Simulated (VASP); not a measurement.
Here is a VASP 6.6.1 calculation.

The input INCAR:

```
SYSTEM = HfC
PREC = Accurate ; ENCUT = 520
EDIFF = 1E-7 ; ISMEAR = 0
SIGMA = 0.1 ; LREAL = .False.
LASPH = .True. ; NELM = 100
ALGO = Normal ; ISIF = 2
LWAVE = .False. ; LCHARG = .True.
GGA = PE ; LELF = .True.
LVHAR = .True. ; NBANDS = 22
```

File KPOINTS:

```
regular mesh
0
Gamma
  15 15 8
  0 0 0
```

File POSCAR:

```
HfC
1.0
    3.5636289272      0.0000000000      0.0000000000
   -1.7818144636      3.0861931807      0.0000000000
    0.0000000000      0.0000000000      5.0780569726
Hf C
2 2
Direct
    0.6666666667      0.3333333333      0.7500000000
    0.3333333333      0.6666666667      0.2500000000
    0.0000000000      0.0000000000      0.0000000000
    0.0000000000      0.0000000000      0.5000000000
```

Potentials or basis: VASP PAW PBE potentials, release 64 (Hf_pv, C).

Command:

```sh
$ cat potpaw_PBE.64/Hf_pv/POTCAR potpaw_PBE.64/C/POTCAR > POTCAR
$ mpirun -np 1 vasp_std > vasp.out
```

Q: Predict the pressure.

A: -21.5 GPa.

Q: Estimate the band gap on the k mesh.

A: Zero (band 14 reaches 6.52 eV, above the bottom of band 15 at 5.68 eV).

Stress tensor (GPa, compression positive):
```
-28.11   0.00   0.00
  0.00 -28.11   0.00
  0.00   0.00  -8.15
```

Caveat: the cell differs from its parent crystal (strained); spin-orbit coupling is left out, which moves the levels of the heavy elements.
